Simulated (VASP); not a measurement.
# ZrF2 (I4_1/amd) in VASP: relaxation of cell and atoms with PBE

Aim: the relaxation of cell and atoms of ZrF2 with PBE.

All numbers are computed with VASP 6.6.1; they aren't measurements. Logs are shortened: lines on timing, memory, paths and dates and some standing lists are left out, and cuts for length are marked.

### Step 1. The cell of the first run

It takes space group I4_1/amd (No. 141, tetragonal). Conventional cell: a = 4.340 Å, b = 4.340 Å, c = 6.412 Å, α = 90.00°, β = 90.00°, γ = 90.00°. Within 3.4 Å of Zr (site symmetry -4m2) lie 12 F at 2.55 to 2.64 Å and 4 Zr at 2.70 Å. F (site symmetry 2/m) has 6 F at 2.17 to 2.22 Å and 6 Zr at 2.55 to 2.64 Å within 2.9 Å.

The cell was generated, and may not be a known phase.

### Step 2. Relaxation of cell and atoms, PBE

Input file INCAR:

```
SYSTEM = ZrF2
PREC     = Accurate       ! precision mode
ENCUT    = 1350           ! plane-wave cutoff, eV
EDIFF    = 1E-7           ! SCF threshold, eV
ISMEAR   = 0              ! smearing method
SIGMA    = 0.1            ! smearing width, eV
LREAL    = .FALSE.        ! projectors in reciprocal space
LASPH    = .TRUE.         ! aspherical terms in the spheres
NELM     = 120            ! most SCF steps
ALGO     = Normal         ! electronic algorithm
ISIF     = 3              ! what is computed and relaxed
LWAVE    = .FALSE.        ! write WAVECAR
LCHARG   = .FALSE.        ! write CHGCAR
GGA      = PE             ! functional
IBRION   = 2              ! ionic algorithm
NSW      = 90             ! ionic steps
EDIFFG   = -0.04          ! ionic threshold
GGA_COMPAT= .FALSE.      
NELMIN   = 4
```

Input file KPOINTS:

```
Automatic mesh
0
G
  6 6 6
  0 0 0
```

Input file POSCAR:

```
ZrF2
1.0
   -2.1698500400      2.1698500400      3.2061999900
    2.1698500400     -2.1698500400      3.2061999900
    2.1698500400      2.1698500400     -3.2061999900
Zr F
2 4
Direct
    0.2500000000      0.7500000000      0.5000000000
    0.5000000000      0.5000000000      0.0000000000
    0.3750000000      0.1250000000      0.2500000000
    0.8750000000      0.1250000000      0.7500000000
    0.8750000000      0.1250000000      0.2500000000
    0.8750000000      0.6250000000      0.7500000000
```

Potentials or basis: VASP PAW PBE potentials, release 64 (Zr_sv, F_h).

Command:

```sh
cat potpaw_PBE.64/Zr_sv/POTCAR potpaw_PBE.64/F_h/POTCAR > POTCAR
mpirun -np 1 vasp_std > vasp.out
```

OUTCAR:

```text
SYSTEM = ZrF2
   PREC = Accurate
   ENCUT = 1350
   EDIFF = 1E-7
   ISMEAR = 0
   LREAL = .FALSE.
   LASPH = .TRUE.
   NELM = 120
   ISIF = 3
   GGA = PE
   IBRION = 2
   NSW = 90
   EDIFFG = -0.04
   NELMIN = 4

 ion  position               nearest neighbor table
   1  0.250  0.750  0.500-   5 2.55   6 2.55   3 2.55   4 2.55   5 2.55   6 2.55   3 2.55   4 2.55
                             4 2.64   3 2.64   5 2.64   6 2.64   2 2.70   2 2.70   2 2.70   2 2.70
   2  0.500  0.500  0.000-   4 2.55   3 2.55   6 2.55   4 2.55   5 2.55   3 2.55   6 2.55   5 2.55
                             5 2.64   4 2.64   3 2.64   6 2.64   1 2.70   1 2.70   1 2.70   1 2.70
   3  0.375  0.125  0.250-   1 2.55   2 2.55   1 2.55   2 2.55   1 2.64   2 2.64
   4  0.875  0.125  0.750-   1 2.55   1 2.55   2 2.55   2 2.55   2 2.64   1 2.64
   5  0.875  0.125  0.250-   2 2.55   1 2.55   2 2.55   1 2.55   2 2.64   1 2.64
   6  0.875  0.625  0.750-   2 2.55   1 2.55   2 2.55   1 2.55   1 2.64   2 2.64

  LATTYP: Found a body centered tetragonal cell.
 ALAT       =     4.3397000800
 C/A-ratio  =     1.4776136281

  Lattice vectors:

 A1 = (  -2.1698500400,   2.1698500400,   3.2061999900)
 A2 = (   2.1698500400,  -2.1698500400,   3.2061999900)
 A3 = (   2.1698500400,   2.1698500400,  -3.2061999900)

Analysis of symmetry for initial positions (statically):
=====================================================================
 Subroutine PRICEL returns:
 Original cell was already a primitive cell.

 Routine SETGRP: Setting up the symmetry group for a
 body centered tetragonal supercell.

 Subroutine GETGRP returns: Found 16 space group operations
 (whereof  8 operations were pure point group operations)
 out of a pool of 16 trial point group operations.

The static configuration has the point symmetry D_2d.
 The point group associated with its full space group is D_4h.

Analysis of symmetry for dynamics (positions and initial velocities):
=====================================================================
 Subroutine PRICEL returns:
 Original cell was already a primitive cell.

 Routine SETGRP: Setting up the symmetry group for a
 body centered tetragonal supercell.

 Subroutine GETGRP returns: Found 16 space group operations
 (whereof  8 operations were pure point group operations)
 out of a pool of 16 trial point group operations.

The dynamic configuration has the point symmetry D_2d.
 The point group associated with its full space group is D_4h.

 Subroutine INISYM returns: Found 16 space group operations
 (whereof  8 operations are pure point group operations),
 and found     1 'primitive' translations

----------------------------------------------------------------------------------------

                                     Primitive cell

  volume of cell :      60.3824

  direct lattice vectors                    reciprocal lattice vectors
    -2.169850040  2.169850040  3.206199990     0.000000000  0.230430671  0.155947852
     2.169850040 -2.169850040  3.206199990     0.230430671  0.000000000  0.155947852
     2.169850040  2.169850040 -3.206199990     0.230430671  0.230430671  0.000000000

  length of vectors
     4.438041997  4.438041997  4.438041997     0.278240950  0.278240950  0.325878180

  position of ions in fractional coordinates (direct lattice)
     0.250000000  0.750000000  0.500000000
     0.500000000  0.500000000  0.000000000
     0.375000000  0.125000000  0.250000000
     0.875000000  0.125000000  0.750000000
     0.875000000  0.125000000  0.250000000
     0.875000000  0.625000000  0.750000000

  ion indices of the primitive-cell ions
   primitive index   ion index
                 1           1
                 2           2
                 3           3
                 4           4
                 5           5
                 6           6

----------------------------------------------------------------------------------------

 KPOINTS: Automatic mesh

Automatic generation of k-mesh.
 Grid dimensions read from file:
 generate k-points for:    6    6    6

 Generating k-lattice:

  Cartesian coordinates                     Fractional coordinates (reciprocal lattice)
     0.000000000  0.038405112  0.025991309     0.166666667  0.000000000  0.000000000
     0.038405112  0.000000000  0.025991309     0.000000000  0.166666667  0.000000000
     0.038405112  0.038405112  0.000000000     0.000000000  0.000000000  0.166666667

  Length of vectors
     0.046373492  0.046373492  0.054313030

  Shift w.r.t. Gamma in fractional coordinates (k-lattice)
     0.000000000  0.000000000  0.000000000

 Subroutine IBZKPT returns following result:
 ===========================================

 Found     30 irreducible k-points:

 Following reciprocal coordinates:
            Coordinates               Weight
  0.000000  0.000000  0.000000      1.000000
  0.166667  0.000000  0.000000      8.000000
  0.333333  0.000000 -0.000000      8.000000
  0.500000  0.000000 -0.000000      4.000000
  0.166667  0.166667  0.000000      8.000000
  0.333333  0.166667 -0.000000     16.000000
[... 16 lines left out ...]
 -0.333333 -0.333333  0.166667      8.000000
 -0.166667 -0.333333  0.166667      8.000000
 [... further k-points ...]
   k-points           NKPTS =     30   k-points in BZ     NKDIM =     30   number of bands    NBANDS=     31
   number of dos      NEDOS =    301   number of ions     NIONS =      6
   total plane-waves  NPLWV = 157464
   dimension x,y,z NGX =    54 NGY =   54 NGZ =   54
   dimension x,y,z NGXF=   108 NGYF=  108 NGZF=  108
   ions per type =               2   4
   NGX,Y,Z   is equivalent  to a cutoff of  20.23, 20.23, 20.23 a.u.
   NGXF,Y,Z  is equivalent  to a cutoff of  40.46, 40.46, 40.46 a.u.
 SYSTEM =  ZrF2
   PREC   = accura    normal or accurate (medium, high low for compatibility)
   ISTART =      0    job   : 0-new  1-cont  2-samecut
   ICHARG =      2    charge: 1-file 2-atom 10-const
   ISPIN  =      1    spin polarized calculation?
   LNONCOLLINEAR =      F non collinear calculations
   LSORBIT =      F    spin-orbit coupling
   LASPH  =      T    aspherical Exc in radial PAW
   ENCUT  = 1350.0 eV  99.22 Ry    9.96 a.u.  13.30 13.30 13.30*2*pi/ulx,y,z
   NELM   =    120;   NELMIN=  4; NELMDL= -5     # of ELM steps
   EDIFF  = 0.1E-06   stopping-criterion for ELM
   LREAL  =      F    real-space projection
   EDIFFG = -.4E-01   stopping-criterion for IOM
   NSW    =     90    number of steps for IOM
   IBRION =      2    ionic relax: 0-MD 1-quasi-New 2-CG
   NFREE  =      1    steps in history (QN), initial steepest desc. (CG)
   ISIF   =      3    stress and relaxation
   ISYM   =      2    0-nonsym 1-usesym 2-fastsym
   POTIM  = 0.5000    time-step for ionic-motion
   TEBEG  =    0.0;   TEEND  =   0.0 temperature during run
   PSTRESS=    0.0 pullay stress
   NELECT =      52.0000    total number of electrons
   NUPDOWN=      -1.0000    fix difference up-down
   EMIN   =  10.00;   EMAX   =-10.00  energy-range for DOS
   EFERMI =   0.00;   METHOD = LEGACY
   ISMEAR =     0;   SIGMA  =   0.10  broadening in eV -4-tet -1-fermi 0-gaus
   EFERMI_NEDOS =   21; number of points for ismear=-14 and -15
   IALGO  =     38    algorithm
   IMIX   =      4    mixing-type and parameters
     AMIX     =   0.40;   BMIX     =  1.00
     AMIX_MAG =   1.60;   BMIX_MAG =  1.00
  volume/ion in A,a.u.               =      10.06        67.91
  Fermi-wavevector in a.u.,A,eV,Ry     =   1.557540  2.943324 33.006802  2.425931
  Thomas-Fermi vector in A             =   2.661176
   LORBIT       =      0    0 simple, 1 ext, 2 COOP (PROOUT), +10 PAW based schemes
   GGA     = PE    functional components
   LHFCALC =     F    Hartree Fock is set to
   AEXX    =    0.0000 exact exchange contribution
   IVDW    =     0    specifies the selected vdW correction
   LEPSILON=     F    determine dielectric tensor
   LRPA    =     F    only Hartree local field effects (RPA)
 conjugate gradient relaxation of ions
 non-spin polarized calculation
 Gauss-broadening in eV      SIGMA  =   0.10
  energy-cutoff  :     1350.00
  volume of cell :       60.38
 maximum number of plane-waves:      6854
 NGX is ok and might be reduce to    54
   NGX = 27   NGY = 27   NGZ = 27

--------------------------------------- Ionic step        1  -------------------------------------------

 number of electron      52.0000005 magnetization

 Free energy of the ion-electron system (eV)
  ---------------------------------------------------
  ext. energy  EPLUGINS =         0.00000000
  ---------------------------------------------------
  free energy    TOTEN  =       -31.00038981 eV

  energy without entropy =      -30.96819676  energy(sigma->0) =      -30.98429328

------------------------ aborting loop because EDIFF is reached ----------------------------------------

  FORCE on cell =-STRESS in cart. coord.  units (eV):
  Direction    XX          YY          ZZ          XY          YZ          ZX
  --------------------------------------------------------------------------------------
  -------------------------------------------------------------------------------------
  Total       11.2278629     11.2278629     11.7043948      0.0000000      0.0000000      0.0000000
  in kB      297.9186160    297.9186160    310.5628493      0.0000000      0.0000000      0.0000000
  external PRESSURE =     302.1333604 kB  Pullay stress =       0.0000000 kB
[... 101 lines left out ...]
  FREE ENERGIE OF THE ION-ELECTRON SYSTEM (eV)
  ---------------------------------------------------
  free  energy   TOTEN  =       -31.9466380869 eV

  energy  without entropy=      -31.9075756567  energy(sigma->0) =      -31.92710687

 E-fermi :  12.3433     XC(G=0): -12.4817

 val. band max:       12.3028717389   @ k =  -0.1667   0.1667   0.1667
 cond. band min:      12.3694527939   @ k =   0.5000   0.0000  -0.0000
 fundamental gap:      0.0665810549
 Fermi energy:        12.3433445566

 k-point     1 :       0.0000    0.0000    0.0000
  band No.  band energies     occupation
      1     -37.8819      2.00000
      2     -37.7661      2.00000
      3     -18.5599      2.00000
      4     -17.4328      2.00000
      5     -15.9301      2.00000
      6     -15.9301      2.00000
[... 805 lines left out ...]
     30      14.0118      0.00000
     31      14.4231      0.00000

 [... further k-points ...]

[... ionic steps 4 to 25 ...]

--------------------------------------- Ionic step       26  -------------------------------------------

 number of electron      51.9999995 magnetization

------------------------ aborting loop because EDIFF is reached ----------------------------------------
[... 75 lines left out ...]
--------------------------------------- Ionic step       28  -------------------------------------------

 number of electron      51.9999996 magnetization

 Free energy of the ion-electron system (eV)
  ---------------------------------------------------
  ext. energy  EPLUGINS =         0.00000000
  ---------------------------------------------------
  free energy    TOTEN  =       -33.84434669 eV

  energy without entropy =      -33.83460936  energy(sigma->0) =      -33.83947803

 E-fermi :   7.8705     XC(G=0): -11.2637

 val. band max:        7.7581594325   @ k =  -0.3333   0.1667   0.0000
 cond. band min:       7.8828818284   @ k =   0.1667   0.1667   0.1667
 fundamental gap:      0.1247223959
 Fermi energy:         7.8704831839

 k-point     1 :       0.0000    0.0000    0.0000
  band No.  band energies     occupation
      1     -42.3915      2.00000
      2     -42.2461      2.00000
      3     -20.5977      2.00000
      4     -20.4574      2.00000
      5     -20.4574      2.00000
      6     -20.2739      2.00000
[... 840 lines left out ...]
  FREE ENERGIE OF THE ION-ELECTRON SYSTEM (eV)
  ---------------------------------------------------
  free  energy   TOTEN  =       -33.8443466929 eV

  energy  without entropy=      -33.8346093643  energy(sigma->0) =      -33.83947803

 reached required accuracy - stopping structural energy minimisation
```

Wall time 81 min (1 thread of AMD EPYC 7R13 (Zen 3), shared host); peak memory 0.55 GiB.

What came out:

- Free energy: -33.8443 eV
- Relaxed volume: 12.49 Å³/atom
- Relaxed cell: a = 5.458 Å, b = 5.458 Å, c = 5.458 Å, α = 136.92°, β = 136.92°, γ = 62.56°
- Space group after relaxing (to 0.1 Å): I4_1/amd (No. 141)
- Pressure after relaxing: 0.1 GPa
- Band gap on the k mesh: zero (bands 26 and 27 overlap by 0.33 eV)

Final structure:
```cif
data_structure
_symmetry_space_group_name_H-M 'P 1'
_symmetry_Int_Tables_number 1
_cell_length_a 5.4578
_cell_length_b 5.4578
_cell_length_c 5.4578
_cell_angle_alpha 136.919
_cell_angle_beta 136.919
_cell_angle_gamma 62.563
_cell_volume 74.92
loop_
_atom_site_label
_atom_site_type_symbol
_atom_site_fract_x
_atom_site_fract_y
_atom_site_fract_z
_atom_site_occupancy
Zr1 Zr 0.25000 0.75000 0.50000 1
Zr2 Zr 0.50000 0.50000 0.00000 1
F1 F 0.37500 0.12500 0.25000 1
F2 F 0.87500 0.12500 0.75000 1
F3 F 0.87500 0.12500 0.25000 1
F4 F 0.87500 0.62500 0.75000 1
```

Caveat: the volume moved by over 15 % at a fixed basis, so the end points are rough.

The gap in the log of VASP goes by the Fermi energy; the results here count the filled bands.